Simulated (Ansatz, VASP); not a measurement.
**CdTe in VASP and in Ansatz**

The input INCAR:

```
SYSTEM = CdTe
PREC = Accurate ; ENCUT = 520
EDIFF = 1E-6 ; ISMEAR = 0
SIGMA = 0.02 ; LREAL = .False.
LASPH = .True. ; NELM = 150
ALGO = Normal ; ISIF = 2
LWAVE = .False. ; LCHARG = .False.
MAGMOM = 0 0 0 0 0 0 ; LORBIT = 11
LSORBIT = .True. ; GGA_COMPAT = .False.
LORBMOM = .True. ; GGA = PS
NBANDS = 30
```

The input KPOINTS:

```
Automatic mesh
0
Gamma
  10 10 10
  0 0 0
```

File POSCAR:

```
CdTe
1.0
    0.0000000000      3.3241932403      3.3241932403
    3.3241932403      0.0000000000      3.3241932403
    3.3241932403      3.3241932403      0.0000000000
Cd Te
1 1
Direct
    0.0000000000      0.0000000000      0.0000000000
    0.2500000000      0.2500000000      0.2500000000
```

Input for Ansatz:

```yaml
crystal:
  lattice:
    - [0.0, 3.3241932403, 3.3241932403]
    - [3.3241932403, 0.0, 3.3241932403]
    - [3.3241932403, 3.3241932403, 0.0]
  atoms:
    - { symbol: Cd, position: [0.0, 0.0, 0.0] }
    - { symbol: Te, position: [0.25, 0.25, 0.25] }
scf:
  occupations: { method: gaussian, width: 0.02 }
output:
  forces: true
  stress: true
  eigenvalues: true
  write_density: true
  write_potential: true
  elf: true
  volumetric_format: npy
hamiltonian:
  xc: pbesol
magnetization:
  noncollinear: true
  spin_orbit: true
basis:
  ecutwfc: 450
kpoints:
  mp_grid: { grid: [10, 10, 10] }
```

Alike in both runs: task single point; functional PBEsol; k mesh 10 × 10 × 10; occupations gaussian, width 0.02 eV; non-collinear spin, spin-orbit coupling.

|  | VASP | Ansatz |
| --- | --- | --- |
| version | VASP 6.6.1 | Ansatz 0.2.0 |
| potentials or method | VASP PAW PBE potentials, release 64 (Cd, Te), cutoff 520 eV | plane waves, PAW |
| valence electrons in the cell | 18 | 36 |

Ansatz gave:

```
pressure (GPa)           : -2.5
net moment per atom (μB) : 0.00
```

Question: Estimate VASP's values.

Answer: Pressure (GPa): -2.4; net moment per atom (μB): 0.00.

VASP's potentials were made for PBE, not for PBEsol. VASP's potentials hold 18 valence electrons a cell and Ansatz's 36, so a difference there can come from the potentials and not from the codes.
